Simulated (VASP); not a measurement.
# Sn2Pb in VASP: a series of runs

Sn2Pb is run at these levels: PBE; tasks: single point.

Program: VASP 6.6.1. These are calculated values, not measurements. Logs are shortened: lines on timing, memory, paths and dates and some standing lists are left out, and cuts for length are marked.

## (1) The cell of the first run

The structure is cubic, space group Fd-3m (No. 227). Conventional cell: a = 8.993 Å, b = 8.993 Å, c = 8.993 Å, α = 90.00°, β = 90.00°, γ = 90.00°. Sn (site symmetry -3m) has 6 Sn at 3.18 Å and 6 Pb at 3.73 Å within 4.2 Å. Pb (site symmetry -43m) has 12 Sn at 3.73 Å and 4 Pb at 3.89 Å within 4.9 Å.

## (2) Single point, PBE

INCAR

```
PREC     = Accurate       # precision mode
ENCUT    = 520            # plane-wave cutoff, eV
EDIFF    = 1E-7           # SCF threshold, eV
ISMEAR   = 0              # smearing method
SIGMA    = 0.1            # smearing width, eV
LREAL    = False          # projectors in reciprocal space
LASPH    = True           # aspherical terms in the spheres
NELM     = 100            # most SCF steps
ALGO     = Fast           # electronic algorithm
ISIF     = 2              # what is computed and relaxed
LWAVE    = False          # write WAVECAR
LCHARG   = True           # write CHGCAR
GGA      = PE             # functional
LELF     = True           # ELF
LVHAR    = True         
NBANDS   = 51             # bands
```

KPOINTS

```
Automatic mesh
0
Gamma
  6 6 6
```

POSCAR

```
Sn2Pb
1.0
    0.0000000000      4.4963590653      4.4963590653
    4.4963590653      0.0000000000      4.4963590653
    4.4963590653      4.4963590653      0.0000000000
Sn Pb
4 2
Direct
    0.1250000000      0.1250000000      0.6250000000
    0.1250000000      0.1250000000      0.1250000000
    0.1250000000      0.6250000000      0.1250000000
    0.6250000000      0.1250000000      0.1250000000
    0.7500000000      0.7500000000      0.7500000000
    0.5000000000      0.5000000000      0.5000000000
```

Potentials or basis: VASP PAW PBE potentials, release 64 (Sn_d, Pb_d).

The run is started by

```sh
> cat potpaw_PBE.64/Sn_d/POTCAR potpaw_PBE.64/Pb_d/POTCAR > POTCAR
> mpirun -np 1 vasp_std > vasp.out
```

OUTCAR:

```text
PREC = Accurate
   ENCUT = 520
   EDIFF = 1E-7
   ISMEAR = 0
   LREAL = False
   LASPH = True
   NELM = 100
   ISIF = 2
   GGA = PE

 ion  position               nearest neighbor table
   1  0.125  0.125  0.625-   2 3.18   2 3.18   3 3.18   4 3.18   3 3.18   4 3.18   5 3.73   6 3.73
                             5 3.73   6 3.73   6 3.73   5 3.73
   2  0.125  0.125  0.125-   1 3.18   3 3.18   4 3.18   1 3.18   3 3.18   4 3.18   5 3.73   6 3.73
                             5 3.73   6 3.73   5 3.73   6 3.73
   3  0.125  0.625  0.125-   2 3.18   1 3.18   1 3.18   2 3.18   4 3.18   4 3.18   5 3.73   6 3.73
                             5 3.73   6 3.73   6 3.73   5 3.73
   4  0.625  0.125  0.125-   2 3.18   1 3.18   3 3.18   1 3.18   2 3.18   3 3.18   6 3.73   5 3.73
                             6 3.73   5 3.73   6 3.73   5 3.73
   5  0.750  0.750  0.750-   3 3.73   4 3.73   1 3.73   4 3.73   1 3.73   3 3.73   2 3.73   2 3.73
                             3 3.73   4 3.73   2 3.73   1 3.73   6 3.89   6 3.89   6 3.89   6 3.89
   6  0.500  0.500  0.500-   1 3.73   3 3.73   1 3.73   4 3.73   3 3.73   4 3.73   2 3.73   2 3.73
                             2 3.73   1 3.73   3 3.73   4 3.73   5 3.89   5 3.89   5 3.89   5 3.89

  LATTYP: Found a face centered cubic cell.
 ALAT       =     8.9927181306

  Lattice vectors:

 A1 = (   0.0000000000,   4.4963590653,   4.4963590653)
 A2 = (   4.4963590653,   0.0000000000,   4.4963590653)
 A3 = (   4.4963590653,   4.4963590653,   0.0000000000)

Analysis of symmetry for initial positions (statically):
=====================================================================
 Subroutine PRICEL returns:
 Original cell was already a primitive cell.

 Routine SETGRP: Setting up the symmetry group for a
 face centered cubic supercell.

 Subroutine GETGRP returns: Found 48 space group operations
 (whereof 24 operations were pure point group operations)
 out of a pool of 48 trial point group operations.

The static configuration has the point symmetry T_d .
 The point group associated with its full space group is O_h .

Analysis of symmetry for dynamics (positions and initial velocities):
=====================================================================
 Subroutine PRICEL returns:
 Original cell was already a primitive cell.

 Routine SETGRP: Setting up the symmetry group for a
 face centered cubic supercell.

 Subroutine GETGRP returns: Found 48 space group operations
 (whereof 24 operations were pure point group operations)
 out of a pool of 48 trial point group operations.

The dynamic configuration has the point symmetry T_d .
 The point group associated with its full space group is O_h .

 Subroutine INISYM returns: Found 48 space group operations
 (whereof 24 operations are pure point group operations),
 and found     1 'primitive' translations

----------------------------------------------------------------------------------------

                                     Primitive cell

  volume of cell :     181.8080

  direct lattice vectors                    reciprocal lattice vectors
     0.000000000  4.496359065  4.496359065    -0.111201084  0.111201084  0.111201084
     4.496359065  0.000000000  4.496359065     0.111201084 -0.111201084  0.111201084
     4.496359065  4.496359065  0.000000000     0.111201084  0.111201084 -0.111201084

  length of vectors
     6.358811971  6.358811971  6.358811971     0.192605927  0.192605927  0.192605927

  position of ions in fractional coordinates (direct lattice)
     0.125000000  0.125000000  0.625000000
     0.125000000  0.125000000  0.125000000
     0.125000000  0.625000000  0.125000000
     0.625000000  0.125000000  0.125000000
     0.750000000  0.750000000  0.750000000
     0.500000000  0.500000000  0.500000000

  ion indices of the primitive-cell ions
   primitive index   ion index
                 1           1
                 2           2
                 3           3
                 4           4
                 5           5
                 6           6

----------------------------------------------------------------------------------------

 KPOINTS: Automatic mesh

Automatic generation of k-mesh.
 Grid dimensions read from file:
 generate k-points for:    6    6    6

 Generating k-lattice:

  Cartesian coordinates                     Fractional coordinates (reciprocal lattice)
    -0.018533514  0.018533514  0.018533514     0.166666667  0.000000000  0.000000000
     0.018533514 -0.018533514  0.018533514     0.000000000  0.166666667  0.000000000
     0.018533514  0.018533514 -0.018533514     0.000000000  0.000000000  0.166666667

  Length of vectors
     0.032100988  0.032100988  0.032100988

  Shift w.r.t. Gamma in fractional coordinates (k-lattice)
     0.000000000  0.000000000  0.000000000

 Subroutine IBZKPT returns following result:
 ===========================================

 Found     16 irreducible k-points:

 Following reciprocal coordinates:
            Coordinates               Weight
  0.000000  0.000000  0.000000      1.000000
  0.166667  0.000000  0.000000      8.000000
  0.333333  0.000000  0.000000      8.000000
  0.500000  0.000000  0.000000      4.000000
  0.166667  0.166667  0.000000      6.000000
  0.333333  0.166667  0.000000     24.000000
[... 8 lines left out ...]
 -0.333333  0.333333  0.166667     24.000000
 -0.333333  0.500000  0.166667     12.000000
   k-points           NKPTS =     16   k-points in BZ     NKDIM =     16   number of bands    NBANDS=     51
   number of dos      NEDOS =    301   number of ions     NIONS =      6
   total plane-waves  NPLWV = 110592
   dimension x,y,z NGX =    48 NGY =   48 NGZ =   48
   dimension x,y,z NGXF=    96 NGYF=   96 NGZF=   96
   ions per type =               4   2
   NGX,Y,Z   is equivalent  to a cutoff of  12.55, 12.55, 12.55 a.u.
   NGXF,Y,Z  is equivalent  to a cutoff of  25.10, 25.10, 25.10 a.u.
 SYSTEM =  unknown system
   PREC   = accura    normal or accurate (medium, high low for compatibility)
   ISTART =      0    job   : 0-new  1-cont  2-samecut
   ICHARG =      2    charge: 1-file 2-atom 10-const
   ISPIN  =      1    spin polarized calculation?
   LNONCOLLINEAR =      F non collinear calculations
   LSORBIT =      F    spin-orbit coupling
   LASPH  =      T    aspherical Exc in radial PAW
   ENCUT  =  520.0 eV  38.22 Ry    6.18 a.u.  11.82 11.82 11.82*2*pi/ulx,y,z
   NELM   =    100;   NELMIN=  2; NELMDL= -5     # of ELM steps
   EDIFF  = 0.1E-06   stopping-criterion for ELM
   LREAL  =      F    real-space projection
   EDIFFG = 0.1E-05   stopping-criterion for IOM
   NSW    =      0    number of steps for IOM
   IBRION =     -1    ionic relax: 0-MD 1-quasi-New 2-CG
   NFREE  =      0    steps in history (QN), initial steepest desc. (CG)
   ISIF   =      2    stress and relaxation
   ISYM   =      2    0-nonsym 1-usesym 2-fastsym
   POTIM  = 0.5000    time-step for ionic-motion
   TEBEG  =    0.0;   TEEND  =   0.0 temperature during run
   PSTRESS=    0.0 pullay stress
   NELECT =      84.0000    total number of electrons
   NUPDOWN=      -1.0000    fix difference up-down
   EMIN   =  10.00;   EMAX   =-10.00  energy-range for DOS
   EFERMI =   0.00;   METHOD = LEGACY
   ISMEAR =     0;   SIGMA  =   0.10  broadening in eV -4-tet -1-fermi 0-gaus
   EFERMI_NEDOS =   21; number of points for ismear=-14 and -15
   IALGO  =     68    algorithm
   IMIX   =      4    mixing-type and parameters
     AMIX     =   0.40;   BMIX     =  1.00
     AMIX_MAG =   1.60;   BMIX_MAG =  1.00
  volume/ion in A,a.u.               =      30.30       204.48
  Fermi-wavevector in a.u.,A,eV,Ry     =   1.265601  2.391640 21.793089  1.601747
  Thomas-Fermi vector in A             =   2.398846
   LORBIT       =      0    0 simple, 1 ext, 2 COOP (PROOUT), +10 PAW based schemes
   GGA     = PE    functional components
   LHFCALC =     F    Hartree Fock is set to
   AEXX    =    0.0000 exact exchange contribution
   IVDW    =     0    specifies the selected vdW correction
   LEPSILON=     F    determine dielectric tensor
   LRPA    =     F    only Hartree local field effects (RPA)
 non-spin polarized calculation
 RMM-DIIS sequential band-by-band and
 Gauss-broadening in eV      SIGMA  =   0.10
  energy-cutoff  :      520.00
  volume of cell :      181.81
 maximum number of plane-waves:      4926
   NGX = 23   NGY = 23   NGZ = 23

 number of electron      84.0000033 magnetization

 Free energy of the ion-electron system (eV)
  ---------------------------------------------------
  ext. energy  EPLUGINS =         0.00000000
  ---------------------------------------------------
  free energy    TOTEN  =       -21.88911502 eV

  energy without entropy =      -21.87287916  energy(sigma->0) =      -21.88099709

 E-fermi :   7.0111     XC(G=0):  -9.9454

 val. band max:        6.9629749942   @ k =  -0.3333   0.5000   0.1667
 cond. band min:       7.0573260043   @ k =  -0.3333   0.3333   0.1667
 fundamental gap:      0.0943510101
 Fermi energy:         7.0111006116

 k-point     1 :       0.0000    0.0000    0.0000
  band No.  band energies     occupation
      1     -14.6105      2.00000
      2     -14.5410      2.00000
      3     -14.5410      2.00000
      4     -14.5388      2.00000
      5     -14.5388      2.00000
      6     -14.5388      2.00000
[... 43 lines left out ...]
     50      11.9699      0.00000
     51      11.9858      0.00000

 k-point     2 :       0.1667    0.0000    0.0000
  band No.  band energies     occupation
      1     -14.5986      2.00000
      2     -14.5387      2.00000
      3     -14.5387      2.00000
      4     -14.5342      2.00000
      5     -14.5224      2.00000
      6     -14.5224      2.00000
[... 43 lines left out ...]
     50      11.4047      0.00000
     51      12.0452      0.00000

 k-point     3 :       0.3333    0.0000    0.0000
  band No.  band energies     occupation
      1     -14.5772      2.00000
      2     -14.5357      2.00000
      3     -14.5357      2.00000
      4     -14.5126      2.00000
      5     -14.4758      2.00000
      6     -14.4758      2.00000
[... 691 lines left out ...]
     50      10.3258      0.00000
     51      10.7660      0.00000

 k-point    16 :      -0.3333    0.5000    0.1667
  band No.  band energies     occupation
      1     -14.5258      2.00000
      2     -14.5258      2.00000
      3     -14.4902      2.00000
      4     -14.4902      2.00000
      5     -14.4390      2.00000
      6     -14.4390      2.00000
[... 43 lines left out ...]
     50      10.1083      0.00000
     51      10.5185      0.00000

------------------------ aborting loop because EDIFF is reached ----------------------------------------

  FORCE on cell =-STRESS in cart. coord.  units (eV):
  Direction    XX          YY          ZZ          XY          YZ          ZX
  --------------------------------------------------------------------------------------
  -------------------------------------------------------------------------------------
  Total       -0.0742487     -0.0742487     -0.0742487      0.0000000      0.0000000     -0.0000000
  in kB       -0.6543141     -0.6543141     -0.6543141      0.0000000      0.0000000     -0.0000000
  external PRESSURE =      -0.6543141 kB  Pullay stress =       0.0000000 kB

 VOLUME and BASIS-vectors are now :
 -----------------------------------------------------------------------------
  energy-cutoff  :      520.00
  volume of cell :      181.81
      direct lattice vectors                 reciprocal lattice vectors
     0.000000000  4.496359065  4.496359065    -0.111201084  0.111201084  0.111201084
     4.496359065  0.000000000  4.496359065     0.111201084 -0.111201084  0.111201084
     4.496359065  4.496359065  0.000000000     0.111201084  0.111201084 -0.111201084

 POSITION                                       TOTAL-FORCE (eV/Angst)
 -----------------------------------------------------------------------------------
      3.37227      3.37227      1.12409         0.000000     -0.000000      0.000000
      1.12409      1.12409      1.12409         0.000000     -0.000000      0.000000
      3.37227      1.12409      3.37227         0.000000     -0.000000      0.000000
      1.12409      3.37227      3.37227         0.000000     -0.000000      0.000000
      6.74454      6.74454      6.74454         0.000000      0.000000     -0.000000
      4.49636      4.49636      4.49636        -0.000000      0.000000      0.000000
 -----------------------------------------------------------------------------------
    total drift:                                0.000000      0.000000      0.000000

  FREE ENERGIE OF THE ION-ELECTRON SYSTEM (eV)
  ---------------------------------------------------
  free  energy   TOTEN  =       -21.8891150243 eV

  energy  without entropy=      -21.8728791554  energy(sigma->0) =      -21.88099709
```

Run time: 3.2 min. Hardware: 1 thread of Intel Xeon Platinum 8375C at 2.90GHz (Ice Lake), shared host; peak memory 0.39 GiB.

What came out:

```
Free energy            : -21.8891 eV
Pressure               : -0.1 GPa
Band gap on the k mesh : zero (band 42 reaches 7.50 eV, above the bottom of band 43 at 6.10 eV)
```

Caveat: spin-orbit coupling is left out, which moves the levels of the heavy elements.

## (3) Single point, PBE

This run uses another cell than the first one, of 30.21 Å³/atom, 0.997 times its volume.

INCAR

```
ALGO = Normal
EDIFF = 1E-6
ENCUT = 520
GGA = PE
ISIF = 2
ISMEAR = 0
LASPH = T
LCHARG = F
LREAL = F
LWAVE = F
NBANDS = 51
NELM = 60
PREC = Accurate
SIGMA = 0.2
```

KPOINTS

```
k-points
0
Gamma
  3 3 3
```

POSCAR

```
Sn2Pb
1.0
    3.1766167646      1.8340205458      5.1859626141
   -3.1766167646      1.8340205458      5.1859626141
    0.0000000000     -3.6680410867      5.1859626158
Sn Pb
4 2
Direct
    0.0000000000      0.0000000000      0.5000000000
    0.5000000000      0.0000000000      0.0000000000
    0.0000000000      0.5000000000      0.0000000000
    0.0000000000      0.0000000000      0.0000000000
    0.3749540804      0.3749540804      0.3749540804
    0.6250459196      0.6250459196      0.6250459196
```

Potentials or basis: VASP PAW PBE potentials, release 64 (Sn_d, Pb_d).

The run is started by

```sh
> cat potpaw_PBE.64/Sn_d/POTCAR potpaw_PBE.64/Pb_d/POTCAR > POTCAR
> mpirun -np 1 vasp_std > vasp.out
```

Run time: 56 s. Hardware: 1 thread of Intel Xeon Platinum 8259CL at 2.50GHz (Skylake/Cascade Lake), shared host; peak memory 0.33 GiB.

It converged, with:

```
Free energy            : -22.4458 eV
Pressure               : -0.1 GPa
Band gap on the k mesh : zero (band 42 reaches 6.79 eV, above the bottom of band 43 at 6.07 eV)
```

Levels at points of the mesh, in eV from the Fermi level:
```
           k point  band 40  band 41  band 42  band 43  band 44  band 45
(0.00, 0.00, 0.00)    -3.08    -0.97    -0.97    -0.81    -0.81    -0.81
```

Caveat: the k points lie up to 0.40 Å⁻¹ apart; spin-orbit coupling is left out, which moves the levels of the heavy elements.
